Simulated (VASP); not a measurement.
# SrO (Fm-3m) in VASP: further runs

The runs below take SrO through single point, with PBE-based global hybrid, PBE.

All numbers are computed with VASP 6.6.1; they aren't measurements. Logs are shortened: lines on timing, memory, paths and dates and some standing lists are left out, and cuts for length are marked.

### Step 1. The cell of the first run

The structure is cubic, space group Fm-3m (No. 225). Conventional cell: a = 5.133 Å, b = 5.133 Å, c = 5.133 Å, α = 90.00°, β = 90.00°, γ = 90.00°. Sr (site symmetry m-3m) has 6 O at 2.57 Å within 3.4 Å. Within 3.4 Å of O (site symmetry m-3m) lie 6 Sr at 2.57 Å.

### Step 2. Single point, PBE-based global hybrid

Contents of POSCAR:

```
SrO
1.0
    0.0000000000      2.5663000000      2.5663000000
    2.5663000000      0.0000000000      2.5663000000
    2.5663000000      2.5663000000      0.0000000000
Sr O
1 1
Direct
    0.5000000000      0.5000000000      0.5000000000
    0.0000000000      0.0000000000      0.0000000000
```

Contents of INCAR.step1:

```
PREC     = Accurate       # precision mode
ENCUT    = 520            # plane-wave cutoff, eV
EDIFF    = 1E-5           # SCF threshold, eV
ISMEAR   = -1             # smearing method
SIGMA    = 0.05           # smearing width, eV
LREAL    = False          # projectors in reciprocal space
LASPH    = True           # aspherical terms in the spheres
NELM     = 80             # most SCF steps
ALGO     = Normal         # electronic algorithm
ISIF     = 2              # what is computed and relaxed
LWAVE    = True           # write WAVECAR
LCHARG   = False          # write CHGCAR
NBANDS   = 15             # bands
GGA      = PE             # functional
```

Contents of INCAR.step2:

```
PREC     = Accurate       # precision mode
ENCUT    = 520            # plane-wave cutoff, eV
EDIFF    = 1E-6           # SCF threshold, eV
ISMEAR   = -1             # smearing method
SIGMA    = 0.05           # smearing width, eV
LREAL    = False          # projectors in reciprocal space
LASPH    = True           # aspherical terms in the spheres
NELM     = 80             # most SCF steps
ALGO     = Normal         # electronic algorithm
ISIF     = 2              # what is computed and relaxed
LWAVE    = False          # write WAVECAR
LCHARG   = False          # write CHGCAR
GGA      = PE             # functional
LHFCALC  = True           # exact exchange
AEXX     = 0.15           # exact-exchange fraction
PRECFOCK = Normal       
NBANDS   = 15             # bands
ISTART   = 1
```

Contents of KPOINTS:

```
Automatic mesh
0
Gamma
  5 5 5
```

Potentials or basis: VASP PAW PBE potentials, release 64 (Sr_sv, O).

The run is started by

```bash
$ cat potpaw_PBE.64/Sr_sv/POTCAR potpaw_PBE.64/O/POTCAR > POTCAR
$ cp INCAR.step1 INCAR
$ mpirun -np 1 vasp_std > vasp.out
$ cp INCAR.step2 INCAR
$ mpirun -np 1 vasp_std > vasp.out
```

OUTCAR:

```text
PREC = Accurate
   ENCUT = 520
   EDIFF = 1E-6
   ISMEAR = -1
   LREAL = False
   LASPH = True
   NELM = 80
   ISIF = 2
   GGA = PE
   LHFCALC = True
   AEXX = 0.15
   PRECFOCK = Normal
   ISTART = 1

 ion  position               nearest neighbor table
   1  0.500  0.500  0.500-   2 2.57   2 2.57   2 2.57   2 2.57   2 2.57   2 2.57
   2  0.000  0.000  0.000-   1 2.57   1 2.57   1 2.57   1 2.57   1 2.57   1 2.57

  LATTYP: Found a face centered cubic cell.
 ALAT       =     5.1326000000

  Lattice vectors:

 A1 = (   0.0000000000,   2.5663000000,   2.5663000000)
 A2 = (   2.5663000000,   0.0000000000,   2.5663000000)
 A3 = (   2.5663000000,   2.5663000000,   0.0000000000)

Analysis of symmetry for initial positions (statically):
=====================================================================
 Subroutine PRICEL returns:
 Original cell was already a primitive cell.

 Routine SETGRP: Setting up the symmetry group for a
 face centered cubic supercell.

 Subroutine GETGRP returns: Found 48 space group operations
[... 9 lines left out ...]

 Routine SETGRP: Setting up the symmetry group for a
 face centered cubic supercell.

 Subroutine GETGRP returns: Found 48 space group operations
[... 11 lines left out ...]
                                     Primitive cell

  volume of cell :      33.8028

  direct lattice vectors                    reciprocal lattice vectors
     0.000000000  2.566300000  2.566300000    -0.194833028  0.194833028  0.194833028
     2.566300000  0.000000000  2.566300000     0.194833028 -0.194833028  0.194833028
     2.566300000  2.566300000  0.000000000     0.194833028  0.194833028 -0.194833028

  length of vectors
     3.629296265  3.629296265  3.629296265     0.337460704  0.337460704  0.337460704

  position of ions in fractional coordinates (direct lattice)
     0.500000000  0.500000000  0.500000000
     0.000000000  0.000000000  0.000000000

  ion indices of the primitive-cell ions
   primitive index   ion index
                 1           1
                 2           2

----------------------------------------------------------------------------------------

 KPOINTS: Automatic mesh

Automatic generation of k-mesh.
[... 60 lines left out ...]
   TEBEG  =    0.0;   TEEND  =   0.0 temperature during run
   PSTRESS=    0.0 pullay stress
   NELECT =      16.0000    total number of electrons
   NUPDOWN=      -1.0000    fix difference up-down
   EMIN   =  10.00;   EMAX   =-10.00  energy-range for DOS
   EFERMI =   0.00;   METHOD = LEGACY
   ISMEAR =    -1;   SIGMA  =   0.05  broadening in eV -4-tet -1-fermi 0-gaus
   EFERMI_NEDOS =   21; number of points for ismear=-14 and -15
   IALGO  =     38    algorithm
   IMIX   =      1    mixing-type and parameters
     AMIX     =   0.40;   BMIX     =  1.00
     AMIX_MAG =   1.60;   BMIX_MAG =  1.00
  volume/ion in A,a.u.               =      16.90       114.06
  Fermi-wavevector in a.u.,A,eV,Ry     =   1.275843  2.410995 22.147245  1.627777
  Thomas-Fermi vector in A             =   2.408533
   LORBIT       =      0    0 simple, 1 ext, 2 COOP (PROOUT), +10 PAW based schemes
   GGA     = PE    functional components
   LHFCALC =     T    Hartree Fock is set to
   PRECFOCK=normal    Normal, Fast or Accurate (Low or Medium for compatibility)
   ENCUT4O =  -1.0   cutoff for four orbital integrals eV
   NKREDX  =     1    reduce k-point grid by
   NKREDY  =     1    reduce k-point grid by
   NKREDZ  =     1    reduce k-point grid by
   AEXX    =    0.1500 exact exchange contribution
   HFSCREEN=    0.0000 screening length (either q_TF or 0.3 A-1)
   HFSCREENC=   0.0000 screening length for correlation (either q_TF or 0.3 A-1)
   ENCUTFOCK=  -1.0 apply spherical cutoff to Coloumb kernel
   IVDW    =     0    specifies the selected vdW correction
   LEPSILON=     F    determine dielectric tensor
   LRPA    =     F    only Hartree local field effects (RPA)
 non-spin polarized calculation
  energy-cutoff  :      520.00
  volume of cell :       33.80
 maximum number of plane-waves:       941
  NGX = 24; NGY = 24; NGZ = 24

 number of electron      15.9999996 magnetization

 Free energy of the ion-electron system (eV)
  ---------------------------------------------------
  ext. energy  EPLUGINS =         0.00000000
  ---------------------------------------------------
  free energy    TOTEN  =       -13.66420557 eV

  energy without entropy =      -13.66420557  energy(sigma->0) =      -13.66420557

 E-fermi :   1.8928     XC(G=0):  -8.7616

 val. band max:        0.8206777975   @ k =   0.0000   0.0000   0.0000
 cond. band min:       5.5988024039   @ k =   0.4000   0.4000   0.0000
 fundamental gap:      4.7781246064
 Fermi energy:         1.8927598904

 k-point     1 :       0.0000    0.0000    0.0000
  band No.  band energies     occupation
      1     -32.7414      2.00000
      2     -15.1785      2.00000
      3     -13.5910      2.00000
      4     -13.5910      2.00000
      5     -13.5910      2.00000
      6       0.8207      2.00000
      7       0.8207      2.00000
      8       0.8207      2.00000
      9       6.1593      0.00000
     10       8.4936      0.00000
     11       8.4936      0.00000
     12       8.4936      0.00000
     13      10.7271      0.00000
     14      10.7271      0.00000
[... 149 lines left out ...]
      2     -15.9376      2.00000
      3     -14.1617      2.00000
      4     -14.1005      2.00000
      5     -13.0987      2.00000
      6      -0.4208      2.00000
      7       0.0755      2.00000
      8       0.4058      2.00000
      9       7.5183      0.00000
     10       9.3365      0.00000
     11      11.1298      0.00000
     12      12.8345      0.00000
     13      13.6685      0.00000
     14      15.4432      0.00000
     15      16.3027      0.00000

------------------------ aborting loop because EDIFF is reached ----------------------------------------

  FORCE on cell =-STRESS in cart. coord.  units (eV):
  Direction    XX          YY          ZZ          XY          YZ          ZX
  --------------------------------------------------------------------------------------
  -------------------------------------------------------------------------------------
  Total        0.5327305      0.5327305      0.5327305      0.0000000      0.0000000      0.0000000
  in kB       25.2502618     25.2502618     25.2502618      0.0000000      0.0000000      0.0000000
  external PRESSURE =      25.2502618 kB  Pullay stress =       0.0000000 kB

 VOLUME and BASIS-vectors are now :
 -----------------------------------------------------------------------------
  energy-cutoff  :      520.00
  volume of cell :       33.80
      direct lattice vectors                 reciprocal lattice vectors
     0.000000000  2.566300000  2.566300000    -0.194833028  0.194833028  0.194833028
     2.566300000  0.000000000  2.566300000     0.194833028 -0.194833028  0.194833028
     2.566300000  2.566300000  0.000000000     0.194833028  0.194833028 -0.194833028

 POSITION                                       TOTAL-FORCE (eV/Angst)
 -----------------------------------------------------------------------------------
      2.56630      2.56630      2.56630         0.000000     -0.000000      0.000000
      0.00000      0.00000      0.00000        -0.000000      0.000000     -0.000000
 -----------------------------------------------------------------------------------
    total drift:                               -0.000000      0.000000      0.000000

  FREE ENERGIE OF THE ION-ELECTRON SYSTEM (eV)
  ---------------------------------------------------
  free  energy   TOTEN  =       -13.6642055724 eV

  energy  without entropy=      -13.6642055724  energy(sigma->0) =      -13.66420557
```

OSZICAR.step1:

```text
N       E                     dE             d eps       ncg     rms          rms(c)
DAV:   1     0.637650814144E+02    0.63765E+02   -0.79862E+03   300   0.100E+03
DAV:   2    -0.106410707735E+02   -0.74406E+02   -0.69415E+02   419   0.217E+02
DAV:   3    -0.141779818345E+02   -0.35369E+01   -0.35282E+01   405   0.420E+01
DAV:   4    -0.142401854904E+02   -0.62204E-01   -0.62191E-01   408   0.472E+00
DAV:   5    -0.142412676303E+02   -0.10821E-02   -0.10821E-02   343   0.525E-01    0.166E+01
DAV:   6    -0.121816823123E+02    0.20596E+01   -0.66501E+00   307   0.195E+01    0.196E+01
DAV:   7    -0.120451642941E+02    0.13652E+00   -0.29198E-01   342   0.481E+00    0.114E+01
DAV:   8    -0.120344657372E+02    0.10699E-01   -0.11800E-01   370   0.341E+00    0.438E-01
DAV:   9    -0.120358604162E+02   -0.13947E-02   -0.55717E-03   381   0.473E-01    0.231E-01
DAV:  10    -0.120363359409E+02   -0.47552E-03   -0.46362E-04   321   0.200E-01    0.837E-02
DAV:  11    -0.120364738196E+02   -0.13788E-03   -0.13343E-04   314   0.855E-02    0.266E-02
DAV:  12    -0.120364912290E+02   -0.17409E-04   -0.26932E-05   299   0.380E-02    0.219E-02
DAV:  13    -0.120364914072E+02   -0.17818E-06   -0.13089E-06   206   0.102E-02
   1 F= -.12036491E+02 E0= -.12036491E+02  d E =-.350036E-10
```

Wall time 7.1 min (1 thread of Intel Xeon Platinum 8488C (Sapphire Rapids), shared host); peak memory 0.17 GiB.

What came out:

```yaml
Free_energy: -13.6642 eV
Pressure: 2.5 GPa
Band_gap_on_the_k_mesh: 4.78 eV, indirect (least direct gap 4.90 eV)
```

Caveat: the k points lie up to 0.42 Å⁻¹ apart; the PAW data sets were made with another functional, which shifts forces and pressure a little.

(Part 1 of 3 ends here.)
